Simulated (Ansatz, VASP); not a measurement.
**MgBe2Te2O: VASP beside Ansatz**

```
Mg Be Te O
1.0
     3.67766    0.00000    0.00000
     0.00000    3.67766    0.00000
     0.00000    0.00000   10.08817
Mg Be Te O
1 2 2 1
Direct
  0.00000 0.00000 0.60545
  0.50000 0.00000 0.14578
  0.00000 0.50000 0.14578
  0.50000 0.50000 0.70191
  0.00000 0.00000 0.30342
  0.50000 0.50000 0.09766
```

Change from the starting cell: species swapped into the LaYMn2Si2 type (P4mm, No. 99).

Alike in both runs: functional PBE; k mesh 4 × 4 × 4; occupations gaussian, width 0.1 eV; no spin polarisation.

Ansatz relaxed the structure, and its values are those at the end. VASP's run is a single point on that final structure, the one shown.

```csv
,VASP,Ansatz
version,VASP 6.6.1,Ansatz 0.2.0
potentials or method,"VASP PAW PBE potentials, release 64 (Mg, Be, Te, O), cutoff 520 eV","scalar-relativistic, plane waves, PAW"
valence electrons in the cell,24,52
```

Ansatz gave:

```
gap on the k mesh at the Fermi level (eV) : none
pressure (GPa)                            : 0.0
rms of the force components (eV/Å)        : 0.006
```

**Question.** What did VASP give for the same quantities?

**Answer.** gap on the k mesh at the Fermi level (eV): none; pressure (GPa): 0.1; rms of the force components (eV/Å): 0.018.

A gap of «none» marks a metal or a gap that the smearing closes. VASP's potentials hold 24 valence electrons a cell and Ansatz's 52, so a difference there can come from the potentials and not from the codes.

The k mesh is coarse, so the values compare programs but aren't converged. Spin-orbit coupling is off throughout.
